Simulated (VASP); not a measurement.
Input of a VASP 6.6.1 run:

Contents of INCAR:

```
PREC = Accurate ; ENCUT = 520
EDIFF = 1E-7 ; ISMEAR = 0
SIGMA = 0.1 ; LREAL = False
LASPH = True ; NELM = 150
ALGO = Normal ; ISIF = 2
LWAVE = False ; LCHARG = True
ISPIN = 2 ; MAGMOM = 4 0 0
LORBIT = 11 ; LMAXMIX = 4
GGA = PE ; LELF = True
LVHAR = True ; ISYM = 0
NBANDS = 24
```

The input KPOINTS:

```
Automatic mesh
0
Gamma
  3 3 3
  0.5 0.5 0
```

File POSCAR:

```
MnO2
1.0
    1.4284348394      0.8247072390      4.5839315268
   -1.4284348394      0.8247072390      4.5839315268
    0.0000000000     -1.6494144781      4.5839315268
Mn O
1 2
Direct
    0.0000000000      0.0000000000      0.0000000000
    0.2643644900      0.2643644900      0.2643644900
    0.7356355100      0.7356355100      0.7356355100
```

Potentials or basis: VASP PAW PBE potentials, release 64 (Mn_pv, O).

The run is started by

```console
$ cat potpaw_PBE.64/Mn_pv/POTCAR potpaw_PBE.64/O/POTCAR > POTCAR
$ mpirun -np 1 vasp_std > vasp.out
```

Q: Predict the pressure.

A: 5.9 GPa.

Q: Predict the band gap on the k mesh.

A: 1.08 eV, indirect (least direct gap 1.16 eV).

Stress tensor (GPa, compression positive):
```
6.37 0.00 0.00
0.00 6.37 0.00
0.00 0.00 4.93
```

Caveat: the k points lie up to 0.86 Å⁻¹ apart; a cell with one magnetic atom can't hold antiferromagnetic order, which such compounds often take. A k mesh can miss the band edges.
